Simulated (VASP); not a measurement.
# AlN (I4/mmm) in VASP: a series of runs

Runs on AlN. Level: HSE06. Tasks: single point.

All numbers are computed with VASP 6.6.1; they aren't measurements. Logs are shortened: lines on timing, memory, paths and dates and some standing lists are left out, and cuts for length are marked.

**1. The cell of the first run**

It takes space group I4/mmm (No. 139, tetragonal). The conventional cell has a = 2.855 Å, b = 2.855 Å, c = 4.078 Å, α = 90.00°, β = 90.00°, γ = 90.00°. Al (site symmetry 4/mmm) has 6 N at 2.02 to 2.04 Å within 2.7 Å. Within 2.7 Å of N (site symmetry 4/mmm) lie 6 Al at 2.02 to 2.04 Å.

**2. Single point, HSE06 (uniaxial z strain +1.0%)**

The input, POSCAR:

```
AlN
1.0
    0.0000000000      2.0188684521      2.0390571367
    2.0188684521      0.0000000000      2.0390571367
    2.0188684521      2.0188684521      0.0000000000
Al N
1 1
Direct
    0.0000000000      0.0000000000      0.0000000000
    0.5000000000      0.5000000000      0.5000000000
```

The input, INCAR.step1:

```
SYSTEM = AlN
PREC = Accurate
ENCUT = 520
EDIFF = 1E-5
ISMEAR = 0
SIGMA = 0.01
LREAL = .FALSE.
LASPH = .TRUE.
NELM = 60
ALGO = Normal
ISIF = 2
LWAVE = .TRUE.
LCHARG = .FALSE.
NBANDS = 11
GGA = PE
```

The input, INCAR.step2:

```
SYSTEM = AlN
PREC = Accurate
ENCUT = 520
EDIFF = 1E-7
ISMEAR = 0
SIGMA = 0.01
LREAL = .FALSE.
LASPH = .TRUE.
NELM = 60
ALGO = Normal
ISIF = 2
LWAVE = .FALSE.
LCHARG = .FALSE.
GGA = PE
LHFCALC = .TRUE.
HFSCREEN = 0.2079
PRECFOCK = Normal
NBANDS = 11
ISTART = 1
```

The input, KPOINTS:

```
Automatic mesh
0
G
  8 8 8
  0 0 0
```

Potentials or basis: VASP PAW PBE potentials, release 64 (Al, N).

On the command line:

```console
> cat potpaw_PBE.64/Al/POTCAR potpaw_PBE.64/N/POTCAR > POTCAR
> cp INCAR.step1 INCAR
> mpirun -np 1 vasp_std > vasp.out
> cp INCAR.step2 INCAR
> mpirun -np 1 vasp_std > vasp.out
```

OUTCAR:

```text
SYSTEM = AlN
   PREC = Accurate
   ENCUT = 520
   EDIFF = 1E-7
   ISMEAR = 0
   LREAL = .FALSE.
   LASPH = .TRUE.
   NELM = 60
   ISIF = 2
   GGA = PE
   LHFCALC = .TRUE.
   HFSCREEN = 0.2079
   PRECFOCK = Normal
   ISTART = 1

 ion  position               nearest neighbor table
   1  0.000  0.000  0.000-   2 2.02   2 2.02   2 2.02   2 2.02   2 2.04   2 2.04
   2  0.500  0.500  0.500-   1 2.02   1 2.02   1 2.02   1 2.02   1 2.04   1 2.04

  LATTYP: Found a body centered tetragonal cell.
 ALAT       =     2.8551111456
 C/A-ratio  =     1.4283556981

  Lattice vectors:

 A1 = (  -2.0188684521,   0.0000000000,   2.0390571367)
 A2 = (   2.0188684521,   0.0000000000,   2.0390571367)
 A3 = (   0.0000000000,   2.0188684521,  -2.0390571367)

Analysis of symmetry for initial positions (statically):
=====================================================================
 Subroutine PRICEL returns:
 Original cell was already a primitive cell.

 Routine SETGRP: Setting up the symmetry group for a
 body centered tetragonal supercell.

 Subroutine GETGRP returns: Found 16 space group operations
 (whereof 16 operations were pure point group operations)
 out of a pool of 16 trial point group operations.

The static configuration has the point symmetry D_4h.

Analysis of symmetry for dynamics (positions and initial velocities):
=====================================================================
 Subroutine PRICEL returns:
 Original cell was already a primitive cell.

 Routine SETGRP: Setting up the symmetry group for a
 body centered tetragonal supercell.

 Subroutine GETGRP returns: Found 16 space group operations
 (whereof 16 operations were pure point group operations)
 out of a pool of 16 trial point group operations.

The dynamic configuration has the point symmetry D_4h.

 Subroutine INISYM returns: Found 16 space group operations
 (whereof 16 operations are pure point group operations),
 and found     1 'primitive' translations

----------------------------------------------------------------------------------------

                                     Primitive cell

  volume of cell :      16.6217

  direct lattice vectors                    reciprocal lattice vectors
     0.000000000  2.018868452  2.039057137    -0.247663487  0.247663487  0.245211373
     2.018868452  0.000000000  2.039057137     0.247663487 -0.247663487  0.245211373
     2.018868452  2.018868452  0.000000000     0.247663487  0.247663487 -0.245211373

  length of vectors
     2.869422213  2.869422213  2.855111146     0.427554701  0.427554701  0.427554701

  position of ions in fractional coordinates (direct lattice)
     0.000000000  0.000000000  0.000000000
     0.500000000  0.500000000  0.500000000

  ion indices of the primitive-cell ions
   primitive index   ion index
                 1           1
                 2           2

----------------------------------------------------------------------------------------

 KPOINTS: Automatic mesh

Automatic generation of k-mesh.
 Grid dimensions read from file:
 generate k-points for:    8    8    8

 Generating k-lattice:

  Cartesian coordinates                     Fractional coordinates (reciprocal lattice)
    -0.030957936  0.030957936  0.030651422     0.125000000  0.000000000  0.000000000
     0.030957936 -0.030957936  0.030651422     0.000000000  0.125000000  0.000000000
     0.030957936  0.030957936 -0.030651422    -0.000000000 -0.000000000  0.125000000

  Length of vectors
     0.053444338  0.053444338  0.053444338

  Shift w.r.t. Gamma in fractional coordinates (k-lattice)
     0.000000000  0.000000000  0.000000000

 Subroutine IBZKPT returns following result:
 ===========================================

 Found     59 irreducible k-points:

 Following reciprocal coordinates:
            Coordinates               Weight
  0.000000  0.000000  0.000000      1.000000
  0.125000 -0.000000  0.000000      8.000000
  0.250000 -0.000000  0.000000      8.000000
  0.375000 -0.000000  0.000000      8.000000
  0.500000 -0.000000  0.000000      4.000000
  0.125000  0.125000  0.000000      2.000000
[... 16 lines left out ...]
  0.250000 -0.000000  0.125000     16.000000
  0.375000 -0.000000  0.125000     16.000000
 [... further k-points ...]
   k-points           NKPTS =     59   k-points in BZ     NKDIM =    512   number of bands    NBANDS=     11
   number of dos      NEDOS =    301   number of ions     NIONS =      2
   total plane-waves  NPLWV =  13824
   dimension x,y,z NGX =    24 NGY =   24 NGZ =   24
   dimension x,y,z NGXF=    48 NGYF=   48 NGZF=   48
   ions per type =               1   1
   NGX,Y,Z   is equivalent  to a cutoff of  13.90, 13.90, 13.97 a.u.
   NGXF,Y,Z  is equivalent  to a cutoff of  27.81, 27.81, 27.95 a.u.
 SYSTEM =  AlN
   PREC   = accura    normal or accurate (medium, high low for compatibility)
   ISTART =      1    job   : 0-new  1-cont  2-samecut
   ICHARG =      0    charge: 1-file 2-atom 10-const
   ISPIN  =      1    spin polarized calculation?
   LNONCOLLINEAR =      F non collinear calculations
   LSORBIT =      F    spin-orbit coupling
   LASPH  =      T    aspherical Exc in radial PAW
   ENCUT  =  520.0 eV  38.22 Ry    6.18 a.u.   5.34  5.34  5.31*2*pi/ulx,y,z
   NELM   =     60;   NELMIN=  2; NELMDL=  0     # of ELM steps
   EDIFF  = 0.1E-06   stopping-criterion for ELM
   LREAL  =      F    real-space projection
   EDIFFG = 0.1E-05   stopping-criterion for IOM
   NSW    =      0    number of steps for IOM
   IBRION =     -1    ionic relax: 0-MD 1-quasi-New 2-CG
   NFREE  =      0    steps in history (QN), initial steepest desc. (CG)
   ISIF   =      2    stress and relaxation
   ISYM   =      3    0-nonsym 1-usesym 2-fastsym
   POTIM  = 0.5000    time-step for ionic-motion
   TEBEG  =    0.0;   TEEND  =   0.0 temperature during run
   PSTRESS=    0.0 pullay stress
   NELECT =       8.0000    total number of electrons
   NUPDOWN=      -1.0000    fix difference up-down
   EMIN   =  10.00;   EMAX   =-10.00  energy-range for DOS
   EFERMI =   0.00;   METHOD = LEGACY
   ISMEAR =     0;   SIGMA  =   0.01  broadening in eV -4-tet -1-fermi 0-gaus
   EFERMI_NEDOS =   21; number of points for ismear=-14 and -15
   IALGO  =     38    algorithm
   IMIX   =      1    mixing-type and parameters
     AMIX     =   0.40;   BMIX     =  1.00
     AMIX_MAG =   1.60;   BMIX_MAG =  1.00
  volume/ion in A,a.u.               =       8.31        56.08
  Fermi-wavevector in a.u.,A,eV,Ry     =   1.282960  2.424442 22.394994  1.645986
  Thomas-Fermi vector in A             =   2.415241
   LORBIT       =      0    0 simple, 1 ext, 2 COOP (PROOUT), +10 PAW based schemes
   GGA     = PE    functional components
   LHFCALC =     T    Hartree Fock is set to
   PRECFOCK=normal    Normal, Fast or Accurate (Low or Medium for compatibility)
   ENCUT4O =  -1.0   cutoff for four orbital integrals eV
   NKREDX  =     1    reduce k-point grid by
   NKREDY  =     1    reduce k-point grid by
   NKREDZ  =     1    reduce k-point grid by
   AEXX    =    0.2500 exact exchange contribution
   HFSCREEN=    0.2079 screening length (either q_TF or 0.3 A-1)
   HFSCREENC=   0.2079 screening length for correlation (either q_TF or 0.3 A-1)
   ENCUTFOCK=  -1.0 apply spherical cutoff to Coloumb kernel
   IVDW    =     0    specifies the selected vdW correction
   LEPSILON=     F    determine dielectric tensor
   LRPA    =     F    only Hartree local field effects (RPA)
 non-spin polarized calculation
 Gauss-broadening in eV      SIGMA  =   0.01
  energy-cutoff  :      520.00
  volume of cell :       16.62
 maximum number of plane-waves:       459
 NGX is ok and might be reduce to    24
  NGX = 18; NGY = 18; NGZ = 16

 number of electron       7.9999999 magnetization

 Free energy of the ion-electron system (eV)
  ---------------------------------------------------
  ext. energy  EPLUGINS =         0.00000000
  ---------------------------------------------------
  free energy    TOTEN  =       -17.13021758 eV

  energy without entropy =      -17.13021758  energy(sigma->0) =      -17.13021758

 E-fermi :   9.2000     XC(G=0): -10.0354

 val. band max:        9.0880636335   @ k =   0.0000   0.0000   0.0000
 cond. band min:      14.9084445255   @ k =   0.5000   0.0000   0.5000
 fundamental gap:      5.8203808919
 Fermi energy:         9.1999586860

 k-point     1 :       0.0000    0.0000    0.0000
  band No.  band energies     occupation
      1     -10.1347      2.00000
      2       9.0030      2.00000
      3       9.0030      2.00000
      4       9.0881      2.00000
      5      16.1344      0.00000
      6      22.7229      0.00000
      7      22.8590      0.00000
      8      22.8590      0.00000
      9      27.9816      0.00000
     10      28.5231      0.00000
     11      28.8618      0.00000

 k-point     2 :       0.1250   -0.0000    0.0000
  band No.  band energies     occupation
      1      -9.7939      2.00000
      2       7.4310      2.00000
      3       8.8152      2.00000
      4       8.8554      2.00000
      5      17.0405      0.00000
      6      21.6244      0.00000
      7      23.2012      0.00000
      8      23.3122      0.00000
      9      26.5751      0.00000
     10      26.8277      0.00000
     11      29.0851      0.00000

 k-point     3 :       0.2500   -0.0000    0.0000
  band No.  band energies     occupation
      1      -8.8260      2.00000
      2       4.3449      2.00000
      3       8.4041      2.00000
      4       8.4074      2.00000
      5      17.3536      0.00000
      6      21.9331      0.00000
      7      22.8638      0.00000
      8      23.0897      0.00000
      9      27.0208      0.00000
     10      27.0758      0.00000
     11      28.0836      0.00000
[... 267 lines left out ...]
 k-point    23 :       0.2500   -0.0000    0.1250
  band No.  band energies     occupation
      1      -8.9183      2.00000
      2       5.2865      2.00000
      3       7.8979      2.00000
      4       8.0166      2.00000
      5      18.2609      0.00000
      6      20.0398      0.00000
      7      22.2238      0.00000
      8      24.2047      0.00000
      9      25.4079      0.00000
     10      28.9445      0.00000
     11      30.4421      0.00000

 k-point    24 :       0.3750   -0.0000    0.1250
  band No.  band energies     occupation
      1      -7.6834      2.00000
      2       2.4684      2.00000
      3       7.3372      2.00000
      4       7.5510      2.00000
      5      17.7658      0.00000
      6      20.8515      0.00000
      7      22.0172      0.00000
      8      23.2842      0.00000
      9      27.3957      0.00000
     10      29.9313      0.00000
     11      30.9238      0.00000

 [... further k-points ...]

------------------------ aborting loop because EDIFF is reached ----------------------------------------

  FORCE on cell =-STRESS in cart. coord.  units (eV):
  Direction    XX          YY          ZZ          XY          YZ          ZX
  --------------------------------------------------------------------------------------
  -------------------------------------------------------------------------------------
  Total       -0.3330952     -0.3330952     -0.6036767      0.0000000     -0.0000000     -0.0000000
  in kB      -32.1072840    -32.1072840    -58.1888211      0.0000000     -0.0000000     -0.0000000
  external PRESSURE =     -40.8011297 kB  Pullay stress =       0.0000000 kB

 VOLUME and BASIS-vectors are now :
 -----------------------------------------------------------------------------
  energy-cutoff  :      520.00
  volume of cell :       16.62
      direct lattice vectors                 reciprocal lattice vectors
     0.000000000  2.018868452  2.039057137    -0.247663487  0.247663487  0.245211373
     2.018868452  0.000000000  2.039057137     0.247663487 -0.247663487  0.245211373
     2.018868452  2.018868452  0.000000000     0.247663487  0.247663487 -0.245211373

 POSITION                                       TOTAL-FORCE (eV/Angst)
 -----------------------------------------------------------------------------------
      0.00000      0.00000      0.00000         0.000000      0.000000      0.000000
      2.01887      2.01887      2.03906         0.000000      0.000000      0.000000
 -----------------------------------------------------------------------------------
    total drift:                                0.000001      0.000004     -0.000023

  FREE ENERGIE OF THE ION-ELECTRON SYSTEM (eV)
  ---------------------------------------------------
  free  energy   TOTEN  =       -17.1302175793 eV

  energy  without entropy=      -17.1302175793  energy(sigma->0) =      -17.13021758
```

Wall time 43 min (1 thread of AMD EPYC 7R13 (Zen 3), shared host); peak memory 0.22 GiB.

Results:

```yaml
Free_energy: -17.1302 eV
Pressure: -4.1 GPa
Band_gap_on_the_k_mesh: 5.82 eV (least direct gap 7.05 eV)
```

Caveat: the cell differs from its parent crystal (uniaxial z strain +1.0%); the cell stands under tension; the structure was generated, so it needn't be the stable form of AlN; the PAW data sets were made with another functional, which shifts forces and pressure a little.

[end of part 1 of 2]
